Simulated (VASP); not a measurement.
A run of VASP 6.6.1 is set up as follows.

File INCAR:

```
SYSTEM = CuAu
ALGO = Normal ; EDIFF = 1E-7
EDIFFG = -0.01 ; ENCUT = 600
GGA = PE ; IBRION = 2
ISIF = 4 ; ISMEAR = 0
LASPH = .True. ; LCHARG = .False.
LREAL = .False. ; LWAVE = .False.
NELM = 100 ; NSW = 50
PREC = Accurate ; SIGMA = 0.1
```

File KPOINTS:

```
k-points
0
Gamma
  14 14 12
  0 0 0
```

File POSCAR:

```
CuAu
1.0
    2.8083835432      0.0000000000      0.0000000000
    0.0000000000      2.8083835432      0.0000000000
    0.0000000000      0.0000000000      3.4620972982
Cu Au
1 1
Direct
    0.5000000000      0.5000000000      0.5000000000
    0.0000000000      0.0000000000      0.0000000000
```

Potentials or basis: VASP PAW PBE potentials, release 64 (Cu, Au).

The run is started by

```console
$ cat potpaw_PBE.64/Cu/POTCAR potpaw_PBE.64/Au/POTCAR > POTCAR
$ mpirun -np 1 vasp_std > vasp.out
```

**Question.** What does it give for the band gap on the k mesh?

**Answer.** Zero (bands 11 and 12 overlap by 7.57 eV).

Stress tensor (GPa, compression positive):
```
17.23  0.00  0.00
 0.00 17.23  0.00
 0.00  0.00 17.07
```

Caveat: spin-orbit coupling is left out, which moves the levels of the heavy elements.
